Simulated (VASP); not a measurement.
A run of VASP 6.6.1:

The input INCAR:

```
  PREC = Accurate
  ENCUT = 520
  EDIFF = 1E-8
  ISMEAR = -1
  SIGMA = 0.02
  LREAL = F
  LASPH = T
  NELM = 100
  ALGO = Normal
  ISIF = 2
  LWAVE = F
  LCHARG = F
  GGA = PS
  LEFG = T
  NBANDS = 22
```

Contents of KPOINTS:

```
Automatic mesh
0
Gamma
  9 9 9
```

File POSCAR:

```
LuSe
1.0
    0.0557600000      2.8158800000      2.8158800000
    2.8158800000      0.0557600000      2.8158800000
    2.8158800000      2.8158800000      0.0557600000
Lu Se
1 1
Direct
    0.0000000000      0.0000000000      0.0000000000
    0.5000000000      0.5000000000      0.5000000000
```

Potentials or basis: VASP PAW PBE potentials, release 64 (Lu, Se).

The run is started by

```console
$ cat potpaw_PBE.64/Lu/POTCAR potpaw_PBE.64/Se/POTCAR > POTCAR
$ mpirun -np 1 vasp_std > vasp.out
```

Hardware: 1 thread of Intel(R) Xeon(R) 6975P-C (Granite Rapids) (shared host).

Task: How long does it take, and how much memory?

Result: Run time: 64 s on 1 thread of Intel(R) Xeon(R) 6975P-C (Granite Rapids) (shared host), peak memory 0.24 GiB. Counts: scf iterations 16, k points 85.
